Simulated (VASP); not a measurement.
Wanted: the native input for a VASP 6.6.1 run.

```yaml
Task: single point
Functional: PBE
Potentials_or_basis: VASP PAW PBE potentials, release 64 (Si, Ru_pv)
Cutoff: 520 eV
k_mesh: 4 × 4 × 4
Occupations: gaussian, width 0.2 eV
Spin: no spin polarisation
Dipole_correction: no
Further_INCAR_settings: ALGO = Normal; EDIFF = 1e-07; NBANDS = 41
```

The structure of Si4Ru lies in POSCAR:

```
Si4Ru
1.0
    5.2912460400      0.0000000000      0.0000000000
    0.0000000000      5.2912460400      0.0000000000
    0.0000000000      0.0000000000      5.5813345488
Si Ru
8 2
Direct
    0.2736344402      0.7263655598      0.2500000000
    0.2736344402      0.7263655598      0.7500000000
    0.7263655598      0.2736344402      0.2500000000
    0.7263655598      0.2736344402      0.7500000000
    0.2736344402      0.2736344402      0.2500000000
    0.2736344402      0.2736344402      0.7500000000
    0.7263655598      0.7263655598      0.2500000000
    0.7263655598      0.7263655598      0.7500000000
    0.0000000000      1.0000000000      0.0000000000
    0.0000000000      1.0000000000      0.5000000000
```

The input as run:

INCAR

```
SYSTEM = Si4Ru
PREC = Accurate ; ENCUT = 520
EDIFF = 1E-7 ; ISMEAR = 0
SIGMA = 0.2 ; LREAL = .False.
LASPH = .True. ; NELM = 80
ALGO = Normal ; ISIF = 2
LWAVE = .False. ; LCHARG = .False.
GGA = PE ; NBANDS = 41
```

KPOINTS

```
regular mesh
0
Gamma
  4 4 4
  0 0 0
```

Potentials or basis: VASP PAW PBE potentials, release 64 (Si, Ru_pv).

Command:

```console
$ cat potpaw_PBE.64/Si/POTCAR potpaw_PBE.64/Ru_pv/POTCAR > POTCAR
$ mpirun -np 1 vasp_std > vasp.out
```

It gave:

```
Pressure               : 0.0 GPa
Largest force          : 0.062 eV/Å
Band gap on the k mesh : zero (band 30 reaches 9.31 eV, above the bottom of band 31 at 8.57 eV)
```

Wall time 2.6 min on 1 thread of Intel(R) Xeon(R) Platinum 8488C (Sapphire Rapids), with other jobs on the host, peak memory 0.28 GiB.
